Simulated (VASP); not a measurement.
# ZrC (P6_3/mmc) in VASP: further runs

Runs on ZrC. Level: PBEsol. Tasks: single point.

All numbers are computed with VASP 6.6.1; they aren't measurements. Logs are shortened: lines on timing, memory, paths and dates and some standing lists are left out, and cuts for length are marked.

## (1) The cell of the first run

The structure is hexagonal, space group P6_3/mmc (No. 194). Conventional cell: a = 3.414 Å, b = 3.414 Å, c = 5.325 Å, α = 90.00°, β = 90.00°, γ = 120.00°. Zr (site symmetry -6m2) has 6 C at 2.38 Å within 3.1 Å. Within 3.1 Å of C (site symmetry -3m) lie 6 Zr at 2.38 Å and 2 C at 2.66 Å.

## (2) Single point, PBEsol (13.44 Å³/atom)

INCAR reads:

```
SYSTEM = ZrC
ALGO = Normal
EDIFF = 1E-6
ENCUT = 520
GGA = PS
ISIF = 2
ISMEAR = -1
LASPH = .TRUE.
LCHARG = .FALSE.
LREAL = .FALSE.
LWAVE = .FALSE.
NBANDS = 24
NELM = 60
PREC = Accurate
SIGMA = 0.05
```

KPOINTS reads:

```
k-points
0
G
  9 9 5
  0 0 0
```

POSCAR reads:

```
ZrC
1.0
    3.4139370341      0.0000000000      0.0000000000
   -1.7069685171      2.9565561985      0.0000000000
    0.0000000000      0.0000000000      5.3250874846
Zr C
2 2
Direct
    0.6666666667      0.3333333333      0.7500000000
    0.3333333333      0.6666666667      0.2500000000
    0.0000000000      0.0000000000      0.5000000000
    0.0000000000      0.0000000000      0.0000000000
```

Potentials or basis: VASP PAW PBE potentials, release 64 (Zr_sv, C).

Launch:

```
$ cat potpaw_PBE.64/Zr_sv/POTCAR potpaw_PBE.64/C/POTCAR > POTCAR
$ mpirun -np 1 vasp_std > vasp.out
```

OUTCAR:

```text
SYSTEM = ZrC
   EDIFF = 1E-6
   ENCUT = 520
   GGA = PS
   ISIF = 2
   ISMEAR = -1
   LASPH = .TRUE.
   LREAL = .FALSE.
   NELM = 60
   PREC = Accurate

 ion  position               nearest neighbor table
   1  0.667  0.333  0.750-   3 2.38   4 2.38   3 2.38   4 2.38   3 2.38   4 2.38   2 3.31   2 3.31
                             2 3.31   2 3.31   2 3.31   2 3.31
   2  0.333  0.667  0.250-   3 2.38   4 2.38   3 2.38   4 2.38   3 2.38   4 2.38   1 3.31   1 3.31
                             1 3.31   1 3.31   1 3.31   1 3.31
   3  0.000  0.000  0.500-   1 2.38   2 2.38   1 2.38   2 2.38   1 2.38   2 2.38
   4  0.000  0.000  0.000-   1 2.38   2 2.38   1 2.38   2 2.38   1 2.38   2 2.38

  LATTYP: Found a hexagonal cell.
 ALAT       =     3.4139370341
 C/A-ratio  =     1.5598083478

  Lattice vectors:

 A1 = (   3.4139370341,   0.0000000000,   0.0000000000)
 A2 = (  -1.7069685171,   2.9565561985,   0.0000000000)
 A3 = (   0.0000000000,   0.0000000000,   5.3250874846)

Analysis of symmetry for initial positions (statically):
=====================================================================
 Subroutine PRICEL returns:
 Original cell was already a primitive cell.

 Routine SETGRP: Setting up the symmetry group for a
 hexagonal supercell.

 Subroutine GETGRP returns: Found 24 space group operations
 (whereof 12 operations were pure point group operations)
 out of a pool of 24 trial point group operations.

The static configuration has the point symmetry D_3d.
 The point group associated with its full space group is D_6h.

Analysis of symmetry for dynamics (positions and initial velocities):
=====================================================================
 Subroutine PRICEL returns:
 Original cell was already a primitive cell.

 Routine SETGRP: Setting up the symmetry group for a
 hexagonal supercell.

 Subroutine GETGRP returns: Found 24 space group operations
 (whereof 12 operations were pure point group operations)
 out of a pool of 24 trial point group operations.

The dynamic configuration has the point symmetry D_3d.
 The point group associated with its full space group is D_6h.

 Subroutine INISYM returns: Found 24 space group operations
 (whereof 12 operations are pure point group operations),
 and found     1 'primitive' translations

----------------------------------------------------------------------------------------

                                     Primitive cell

  volume of cell :      53.7488

  direct lattice vectors                    reciprocal lattice vectors
     3.413937034  0.000000000  0.000000000     0.292916943  0.169115676  0.000000000
    -1.706968517  2.956556198  0.000000000     0.000000000  0.338231352  0.000000000
     0.000000000  0.000000000  5.325087485     0.000000000  0.000000000  0.187790342

  length of vectors
     3.413937034  3.413937034  5.325087485     0.338231352  0.338231352  0.187790342

  position of ions in fractional coordinates (direct lattice)
     0.666666667  0.333333333  0.750000000
     0.333333333  0.666666667  0.250000000
     0.000000000  0.000000000  0.500000000
     0.000000000  0.000000000  0.000000000

  ion indices of the primitive-cell ions
   primitive index   ion index
                 1           1
                 2           2
                 3           3
                 4           4

----------------------------------------------------------------------------------------

 KPOINTS: k-points

Automatic generation of k-mesh.
 Grid dimensions read from file:
 generate k-points for:    9    9    5

 Generating k-lattice:

  Cartesian coordinates                     Fractional coordinates (reciprocal lattice)
     0.032546327  0.018790631  0.000000000     0.111111111 -0.000000000  0.000000000
     0.000000000  0.037581261  0.000000000     0.000000000  0.111111111  0.000000000
     0.000000000  0.000000000  0.037558068     0.000000000  0.000000000  0.200000000

  Length of vectors
     0.037581261  0.037581261  0.037558068

  Shift w.r.t. Gamma in fractional coordinates (k-lattice)
     0.000000000  0.000000000  0.000000000

 Subroutine IBZKPT returns following result:
 ===========================================

 Found     36 irreducible k-points:

 Following reciprocal coordinates:
            Coordinates               Weight
  0.000000  0.000000  0.000000      1.000000
  0.111111  0.000000  0.000000      6.000000
  0.222222  0.000000  0.000000      6.000000
  0.333333  0.000000  0.000000      6.000000
  0.444444  0.000000  0.000000      6.000000
  0.111111  0.111111  0.000000      6.000000
[... 16 lines left out ...]
  0.333333  0.222222  0.200000     24.000000
  0.333333  0.333333  0.200000      4.000000
 [... further k-points ...]
   k-points           NKPTS =     36   k-points in BZ     NKDIM =     36   number of bands    NBANDS=     24
   number of dos      NEDOS =    301   number of ions     NIONS =      4
   total plane-waves  NPLWV =  31360
   dimension x,y,z NGX =    28 NGY =   28 NGZ =   40
   dimension x,y,z NGXF=    56 NGYF=   56 NGZF=   80
   ions per type =               2   2
   NGX,Y,Z   is equivalent  to a cutoff of  13.63, 13.63, 12.49 a.u.
   NGXF,Y,Z  is equivalent  to a cutoff of  27.27, 27.27, 24.98 a.u.
 SYSTEM =  ZrC
   PREC   = accura    normal or accurate (medium, high low for compatibility)
   ISTART =      0    job   : 0-new  1-cont  2-samecut
   ICHARG =      2    charge: 1-file 2-atom 10-const
   ISPIN  =      1    spin polarized calculation?
   LNONCOLLINEAR =      F non collinear calculations
   LSORBIT =      F    spin-orbit coupling
   LASPH  =      T    aspherical Exc in radial PAW
   ENCUT  =  520.0 eV  38.22 Ry    6.18 a.u.   6.35  6.35  9.90*2*pi/ulx,y,z
   NELM   =     60;   NELMIN=  2; NELMDL= -5     # of ELM steps
   EDIFF  = 0.1E-05   stopping-criterion for ELM
   LREAL  =      F    real-space projection
   EDIFFG = 0.1E-04   stopping-criterion for IOM
   NSW    =      0    number of steps for IOM
   IBRION =     -1    ionic relax: 0-MD 1-quasi-New 2-CG
   NFREE  =      0    steps in history (QN), initial steepest desc. (CG)
   ISIF   =      2    stress and relaxation
   ISYM   =      2    0-nonsym 1-usesym 2-fastsym
   POTIM  = 0.5000    time-step for ionic-motion
   TEBEG  =    0.0;   TEEND  =   0.0 temperature during run
   PSTRESS=    0.0 pullay stress
   NELECT =      32.0000    total number of electrons
   NUPDOWN=      -1.0000    fix difference up-down
   EMIN   =  10.00;   EMAX   =-10.00  energy-range for DOS
   EFERMI =   0.00;   METHOD = LEGACY
   ISMEAR =    -1;   SIGMA  =   0.05  broadening in eV -4-tet -1-fermi 0-gaus
   EFERMI_NEDOS =   21; number of points for ismear=-14 and -15
   IALGO  =     38    algorithm
   IMIX   =      4    mixing-type and parameters
     AMIX     =   0.40;   BMIX     =  1.00
     AMIX_MAG =   1.60;   BMIX_MAG =  1.00
  volume/ion in A,a.u.               =      13.44        90.68
  Fermi-wavevector in a.u.,A,eV,Ry     =   1.377216  2.602561 25.806492  1.896724
  Thomas-Fermi vector in A             =   2.502389
   LORBIT       =      0    0 simple, 1 ext, 2 COOP (PROOUT), +10 PAW based schemes
   GGA     = PS    functional components
   LHFCALC =     F    Hartree Fock is set to
   AEXX    =    0.0000 exact exchange contribution
   IVDW    =     0    specifies the selected vdW correction
   LEPSILON=     F    determine dielectric tensor
   LRPA    =     F    only Hartree local field effects (RPA)
 non-spin polarized calculation
  energy-cutoff  :      520.00
  volume of cell :       53.75
 maximum number of plane-waves:      1461
 NGX is ok and might be reduce to    28
   NGX = 13   NGY = 13   NGZ = 19

 number of electron      32.0000001 magnetization

 Free energy of the ion-electron system (eV)
  ---------------------------------------------------
  ext. energy  EPLUGINS =         0.00000000
  ---------------------------------------------------
  free energy    TOTEN  =       -40.39341430 eV

  energy without entropy =      -40.38708960  energy(sigma->0) =      -40.39025195

 E-fermi :   9.4086     XC(G=0): -12.1089

 val. band max:        9.3737768307   @ k =   0.2222   0.2222   0.2000
 cond. band min:       9.4472683023   @ k =   0.1111   0.1111   0.2000
 fundamental gap:      0.0734914716
 Fermi energy:         9.4086029275

 k-point     1 :       0.0000    0.0000    0.0000
  band No.  band energies     occupation
      1     -38.9085      2.00000
      2     -38.8037      2.00000
      3     -17.4501      2.00000
      4     -16.7970      2.00000
      5     -16.7970      2.00000
      6     -16.7035      2.00000
[... 16 lines left out ...]
     23      13.6309      0.00000
     24      16.6335      0.00000

 k-point     2 :       0.1111    0.0000    0.0000
  band No.  band energies     occupation
      1     -38.8999      2.00000
      2     -38.8007      2.00000
      3     -17.4171      2.00000
      4     -16.8630      2.00000
      5     -16.8220      2.00000
      6     -16.7643      2.00000
[... 16 lines left out ...]
     23      14.2206      0.00000
     24      16.1586      0.00000

 k-point     3 :       0.2222    0.0000    0.0000
  band No.  band energies     occupation
      1     -38.8774      2.00000
      2     -38.7940      2.00000
      3     -17.3267      2.00000
      4     -17.0330      2.00000
      5     -16.9083      2.00000
      6     -16.8779      2.00000
[... 16 lines left out ...]
     23      15.0253      0.00000
     24      15.0871      0.00000
[... 514 lines left out ...]
 k-point    23 :       0.3333    0.2222    0.2000
  band No.  band energies     occupation
      1     -38.8129      2.00000
      2     -38.7937      2.00000
      3     -17.3101      2.00000
      4     -17.1981      2.00000
      5     -17.0902      2.00000
      6     -16.9502      2.00000
[... 16 lines left out ...]
     23      15.5772      0.00000
     24      15.8612      0.00000

 k-point    24 :       0.3333    0.3333    0.2000
  band No.  band energies     occupation
      1     -38.8004      2.00000
      2     -38.8004      2.00000
      3     -17.2778      2.00000
      4     -17.1592      2.00000
      5     -17.1592      2.00000
      6     -17.0137      2.00000
[... 16 lines left out ...]
     23      16.4615      0.00000
     24      16.4615      0.00000

 [... further k-points ...]

------------------------ aborting loop because EDIFF is reached ----------------------------------------

  FORCE on cell =-STRESS in cart. coord.  units (eV):
  Direction    XX          YY          ZZ          XY          YZ          ZX
  --------------------------------------------------------------------------------------
  -------------------------------------------------------------------------------------
  Total       -4.0061441     -4.0061441     -3.3786709      0.0000000      0.0000000     -0.0000000
  in kB     -119.4177138   -119.4177138   -100.7135901      0.0000000      0.0000000     -0.0000000
  external PRESSURE =    -113.1830059 kB  Pullay stress =       0.0000000 kB

 VOLUME and BASIS-vectors are now :
 -----------------------------------------------------------------------------
  energy-cutoff  :      520.00
  volume of cell :       53.75
      direct lattice vectors                 reciprocal lattice vectors
     3.413937034  0.000000000  0.000000000     0.292916943  0.169115676  0.000000000
    -1.706968517  2.956556198  0.000000000     0.000000000  0.338231352  0.000000000
     0.000000000  0.000000000  5.325087485     0.000000000  0.000000000  0.187790342

 POSITION                                       TOTAL-FORCE (eV/Angst)
 -----------------------------------------------------------------------------------
      1.70697      0.98552      3.99382         0.000000     -0.000000      0.000000
     -0.00000      1.97104      1.33127        -0.000000      0.000000      0.000000
      0.00000      0.00000      2.66254         0.000000     -0.000000      0.000000
      0.00000      0.00000      0.00000        -0.000000     -0.000000      0.000000
 -----------------------------------------------------------------------------------
    total drift:                               -0.000000      0.000000     -0.000000

  FREE ENERGIE OF THE ION-ELECTRON SYSTEM (eV)
  ---------------------------------------------------
  free  energy   TOTEN  =       -40.3934143014 eV

  energy  without entropy=      -40.3870896024  energy(sigma->0) =      -40.39025195
```

Run time: 83 s. Hardware: 1 thread of Intel Xeon 8259CL, shared host; peak memory 0.19 GiB.

Results:

* Free energy: -40.3934 eV
* Pressure: -11.3 GPa
* Band gap on the k mesh: zero (bands 16 and 17 overlap by 0.94 eV)

Levels at points of the mesh, in eV from the Fermi level:
| k point | band 14 | band 15 | band 16 | band 17 | band 18 | band 19 |
| --- | --- | --- | --- | --- | --- | --- |
| (0.00, 0.00, 0.00) | -1.06 | -1.06 | 0.91 | 1.20 | 1.20 | 1.59 |

Caveat: the cell stands under tension; the PAW data sets were made with another functional, which shifts forces and pressure a little.

## (3) Single point, PBEsol (13.96 Å³/atom)

This run uses another cell than the first one, of 13.96 Å³/atom.

INCAR reads:

```
SYSTEM = ZrC
ALGO = Normal
EDIFF = 1E-6
ENCUT = 520
GGA = PS
ISIF = 2
ISMEAR = -1
LASPH = .True.
LCHARG = .False.
LREAL = .False.
LWAVE = .False.
NBANDS = 24
NELM = 60
PREC = Accurate
SIGMA = 0.05
```

KPOINTS reads:

```
k-points
0
Gamma
  9 9 5
  0 0 0
```

POSCAR reads:

```
ZrC
1.0
    3.4579926937      0.0000000000      0.0000000000
   -1.7289963468      2.9947095188      0.0000000000
    0.0000000000      0.0000000000      5.3938058701
Zr C
2 2
Direct
    0.6666666667      0.3333333333      0.7500000000
    0.3333333333      0.6666666667      0.2500000000
    0.0000000000      0.0000000000      0.5000000000
    0.0000000000      0.0000000000      0.0000000000
```

Potentials or basis: VASP PAW PBE potentials, release 64 (Zr_sv, C).

Launch:

```
$ cat potpaw_PBE.64/Zr_sv/POTCAR potpaw_PBE.64/C/POTCAR > POTCAR
$ mpirun -np 1 vasp_std > vasp.out
```

OUTCAR:

```text
SYSTEM = ZrC
   EDIFF = 1E-6
   ENCUT = 520
   GGA = PS
   ISIF = 2
   ISMEAR = -1
   LASPH = .True.
   LREAL = .False.
   NELM = 60
   PREC = Accurate

 ion  position               nearest neighbor table
   1  0.667  0.333  0.750-   3 2.41   4 2.41   3 2.41   4 2.41   3 2.41   4 2.41   2 3.36   2 3.36
                             2 3.36   2 3.36   2 3.36   2 3.36
   2  0.333  0.667  0.250-   3 2.41   4 2.41   3 2.41   4 2.41   3 2.41   4 2.41   1 3.36   1 3.36
                             1 3.36   1 3.36   1 3.36   1 3.36
   3  0.000  0.000  0.500-   1 2.41   2 2.41   2 2.41   1 2.41   1 2.41   2 2.41
   4  0.000  0.000  0.000-   1 2.41   2 2.41   2 2.41   1 2.41   1 2.41   2 2.41

  LATTYP: Found a hexagonal cell.
 ALAT       =     3.4579926937
[... 850 lines left out ...]
  -------------------------------------------------------------------------------------
  Total       -6.4757337     -6.4757337     -5.7376535     -0.0000000      0.0000000      0.0000000
  in kB     -185.7485703   -185.7485703   -164.5776337     -0.0000000      0.0000000      0.0000000
  external PRESSURE =    -178.6915914 kB  Pullay stress =       0.0000000 kB

 VOLUME and BASIS-vectors are now :
 -----------------------------------------------------------------------------
  energy-cutoff  :      520.00
  volume of cell :       55.86
      direct lattice vectors                 reciprocal lattice vectors
     3.457992694  0.000000000  0.000000000     0.289185111  0.166961102  0.000000000
    -1.728996347  2.994709519  0.000000000     0.000000000  0.333922203  0.000000000
     0.000000000  0.000000000  5.393805870     0.000000000  0.000000000  0.185397848

 POSITION                                       TOTAL-FORCE (eV/Angst)
 -----------------------------------------------------------------------------------
      1.72900      0.99824      4.04535        -0.000000      0.000000      0.000000
     -0.00000      1.99647      1.34845         0.000000     -0.000000      0.000000
      0.00000      0.00000      2.69690         0.000000     -0.000000      0.000000
      0.00000      0.00000      0.00000         0.000000     -0.000000      0.000000
 -----------------------------------------------------------------------------------
    total drift:                               -0.000000      0.000000     -0.000000

  FREE ENERGIE OF THE ION-ELECTRON SYSTEM (eV)
  ---------------------------------------------------
  free  energy   TOTEN  =       -40.2011078479 eV

  energy  without entropy=      -40.1948822390  energy(sigma->0) =      -40.19799504
```

stdout:

```text
POSCAR found type information on POSCAR ZrC
 POSCAR found :  2 types and       4 ions
 scaLAPACK will be used
 -----------------------------------------------------------------------------
|                                                                             |
|                                                                             |
|     You enforced a specific xc type in the INCAR file but a different       |
|     I HOPE YOU KNOW WHAT YOU ARE DOING!                                     |
|                                                                             |
 -----------------------------------------------------------------------------

 LDA part: xc-table for (Slater+PW92), standard interpolation
 POSCAR, INCAR and KPOINTS ok, starting setup
 FFT: planning ... GRIDC
 FFT: planning ... GRID_SOFT
 FFT: planning ... GRID
 WAVECAR not read
 entering main loop
```

Wall time 87 s (1 thread of Intel Xeon 8259CL, shared host); peak memory 0.2 GiB.

What came out:

```
Free energy            : -40.2011 eV
Pressure               : -17.9 GPa
Band gap on the k mesh : zero (bands 16 and 17 overlap by 0.92 eV)
```

Stress tensor (GPa, compression positive):
```
-18.57   0.00   0.00
  0.00 -18.57   0.00
  0.00   0.00 -16.46
```

Levels at points of the mesh, in eV from the Fermi level:
| k point | band 13 | band 14 | band 15 | band 16 | band 17 | band 18 | band 19 | band 20 |
| --- | --- | --- | --- | --- | --- | --- | --- | --- |
| (0.00, 0.00, 0.00) | -2.68 | -1.03 | -1.03 | 0.87 | 1.16 | 1.16 | 1.52 | 1.52 |

Caveat: the cell stands under tension; the PAW data sets were made with another functional, which shifts forces and pressure a little.
